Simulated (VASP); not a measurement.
Here is a VASP 6.6.1 calculation.

The input POSCAR:

```
AlCu3
1.0
    0.0000000000      2.8906715107      2.8906715107
    2.8906715107      0.0000000000      2.8906715107
    2.8906715107      2.8906715107      0.0000000000
Al Cu
1 3
Direct
    0.0000000000      0.0000000000      0.0000000000
    0.5000000000      0.5000000000      0.5000000000
    0.2500000000      0.2500000000      0.2500000000
    0.7500000000      0.7500000000      0.7500000000
```

INCAR.step1

```
PREC = Accurate
ENCUT = 520
ISMEAR = 0
SIGMA = 0.1
LREAL = F
LASPH = T
NELM = 80
NBANDS = 26
GGA = PE
ALGO = Normal
EDIFF = 1E-4
LWAVE = T
LCHARG = F
```

File INCAR.step2:

```
PREC = Accurate
ENCUT = 520
EDIFF = 1E-6
ISMEAR = 0
SIGMA = 0.1
LREAL = F
LASPH = T
NELM = 80
ALGO = Normal
ISIF = 2
LWAVE = F
LCHARG = F
METAGGA = R2SCAN
LMIXTAU = T
NBANDS = 26
ISTART = 1
```

The input KPOINTS:

```
regular mesh
0
Gamma
  12 12 12
```

Potentials or basis: VASP PAW PBE potentials, release 64 (Al, Cu).

The run is started by

```console
$ cat potpaw_PBE.64/Al/POTCAR potpaw_PBE.64/Cu/POTCAR > POTCAR
$ cp INCAR.step1 INCAR
$ mpirun -np 1 vasp_std > vasp.out
$ cp INCAR.step2 INCAR
$ mpirun -np 1 vasp_std > vasp.out
```

Task: What does it give for the band gap on the k mesh?

Result: Zero (band 18 reaches 12.38 eV, above the bottom of band 19 at 6.29 eV).

Task: Predict the pressure.

Result: 0.3 GPa.

Caveat: the PAW data sets were made with another functional, which shifts forces and pressure a little.
